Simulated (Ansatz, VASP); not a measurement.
**ScGaS: VASP beside Ansatz**

Contents of INCAR:

```
PREC = Accurate
ENCUT = 600
EDIFF = 1E-6
ISMEAR = 0
SIGMA = 0.1
LREAL = False
LASPH = True
NELM = 100
ALGO = Normal
ISIF = 3
LWAVE = False
LCHARG = False
GGA = PE
IBRION = 2
NSW = 90
EDIFFG = -0.04
```

The input KPOINTS:

```
Automatic mesh
0
Gamma
  6 6 4
```

POSCAR

```
ScGaS
1.0
    3.5069621700      0.0000000000      0.0000000000
    0.0000000000      3.5069621700      0.0000000000
    0.0000000000      0.0000000000      4.9707813900
Sc Ga S
1 1 1
Direct
    0.5000000000      0.5000000000      0.5000000000
    0.5000000000      0.5000000000      0.0000000000
    0.0000000000      0.0000000000      0.0000000000
```

Input for Ansatz:

```yaml
crystal:
  lattice:
    - [3.50696217, 0.0, 0.0]
    - [0.0, 3.50696217, 0.0]
    - [0.0, 0.0, 4.97078139]
  atoms:
    - { symbol: Sc, position: [0.5, 0.5, 0.5] }
    - { symbol: Ga, position: [0.5, 0.5, 0.0] }
    - { symbol: S, position: [0.0, 0.0, 0.0] }
basis:
  ecutwfc: 420
kpoints:
  mp_grid: { grid: [6, 6, 4] }
hamiltonian:
  xc: pbe
scf:
  occupations: { method: gaussian, width: 0.1 }
  lower_state_search: "off"
output:
  forces: true
  stress: true
  eigenvalues: true
relax:
  adjacent_minimum: "off"
  f_tol: 0.04
  max_steps: 70
  cell: { stress_tol: 0.4 }
```

Alike in both runs: task relaxation of cell and atoms; functional PBE; k mesh 6 × 6 × 4; occupations gaussian, width 0.1 eV; no spin polarisation.

|  | VASP | Ansatz |
| --- | --- | --- |
| version | VASP 6.6.1 | Ansatz 0.2.0 |
| potentials or method | VASP PAW PBE potentials, release 64 (Sc_sv, Ga_d, S), cutoff 600 eV | scalar-relativistic, plane waves, PAW |
| valence electrons in the cell | 30 | 30 |

```csv
,VASP,Ansatz,Ansatz less VASP
"gap on the k mesh at the Fermi level, each at its own relaxed structure (eV)",none,none,-
relaxed volume (Å³/atom),23.83,23.81,-0.017
relaxed cell length with the largest relative difference (Å),5.441,5.425,-0.0160
```

A gap of «none» marks a metal or a gap that the smearing closes.

Noted on VASP's run: the volume moved by over 15 % at a fixed basis, so the end points are rough.
